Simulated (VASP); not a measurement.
# Sc: single point with PBEsol

Crystal: Sc.

```xyz
1
Lattice="0.0000 2.2242 2.2242 2.2242 0.0000 2.2242 2.2242 2.2242 0.0000" Properties=species:S:1:pos:R:3 pbc="T T T"
Sc    0.0000    0.0000    0.0000
```

This cell differs from its parent crystal: volume scaled by 0.94.

```
Program                : VASP 6.6.1
Task                   : single point
Functional             : PBEsol
Potentials or basis    : VASP PAW PBE potentials, release 64 (Sc_sv)
Cutoff                 : 520 eV
k mesh                 : 12 × 12 × 12
Occupations            : fermi-dirac, width 0.03 eV
Spin                   : no spin polarisation
Dipole correction      : no
Further INCAR settings : ALGO = Normal; EDIFF = 1e-06; NBANDS = 12
```

| Quantity | Value |
| --- | --- |
| Pressure | 4.2 GPa |

Levels at points of the mesh, in eV from the Fermi level:
```csv
k point,band 3,band 4,band 5,band 6,band 7,band 8
"(0.00, 0.00, 0.00)",-27.35,-27.35,-5.40,1.72,1.72,1.72
"(0.50, 0.00, 0.00)",-27.43,-27.43,-1.92,0.48,1.59,1.59
"(0.50, 0.50, 0.00)",-27.56,-27.56,-1.79,-0.81,2.35,4.38
```

Run time: 7.4 s on 1 thread of Intel(R) Xeon(R) Platinum 8375C CPU @ 2.90GHz (Ice Lake), with other jobs on the host, peak memory 0.14 GiB.

Caveat: the PAW data sets were made with another functional, which shifts forces and pressure a little.
